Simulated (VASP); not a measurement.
Set up this calculation in VASP 6.6.1, as the native input.

| Item | Value |
| --- | --- |
| Task | relaxation of cell and atoms |
| Functional | PBE |
| Potentials or basis | VASP PAW PBE potentials, release 64 (Be, S) |
| Cutoff | 600 eV |
| k mesh | 8 × 8 × 8 |
| Occupations | gaussian, width 0.02 eV |
| Spin | no spin polarisation |
| Dipole correction | no |
| Further INCAR settings | ALGO = Normal; EDIFF = 1e-07; IBRION = 2; EDIFFG = -0.01; NSW = 100; ISIF = 3 |

The structure of BeS lies in POSCAR:

```
BeS
1.0
    0.0000000000      2.4394627138      2.4394627138
    2.4394627138      0.0000000000      2.4394627138
    2.4394627138      2.4394627138      0.0000000000
Be S
1 1
Direct
    0.0000000000      0.0000000000      0.0000000000
    0.7500000000      0.7500000000      0.7500000000
```

These files were run (other wordings do the same):

INCAR

```
SYSTEM = BeS
PREC = Accurate
ENCUT = 600
EDIFF = 1E-7
ISMEAR = 0
SIGMA = 0.02
LREAL = .FALSE.
LASPH = .TRUE.
NELM = 80
ALGO = Normal
ISIF = 3
LWAVE = .FALSE.
LCHARG = .FALSE.
GGA = PE
IBRION = 2
NSW = 100
EDIFFG = -0.01
```

KPOINTS

```
Automatic mesh
0
G
  8 8 8
  0 0 0
```

Potentials or basis: VASP PAW PBE potentials, release 64 (Be, S).

Launch:

```sh
$ cat potpaw_PBE.64/Be/POTCAR potpaw_PBE.64/S/POTCAR > POTCAR
$ mpirun -np 1 vasp_std > vasp.out
```

It gave:

```yaml
Relaxed_volume: 14.49 Å³/atom
Relaxed_cell: a = 3.448 Å, b = 3.448 Å, c = 3.448 Å, α = 60.00°, β = 60.00°, γ = 60.00°
Space_group_after_relaxing_to_0.05_Å: F-43m (No. 216)
Energy_gained_by_relaxing: 0.0 meV/atom
Ionic_steps: 2
Pressure_after_relaxing: 0.0 GPa
Band_gap_on_the_k_mesh: 3.15 eV, indirect (least direct gap 5.68 eV)
```

Run time: 7 s on 1 thread of Intel(R) Xeon(R) 6975P-C (Granite Rapids), on a shared host, peak memory 0.15 GiB.
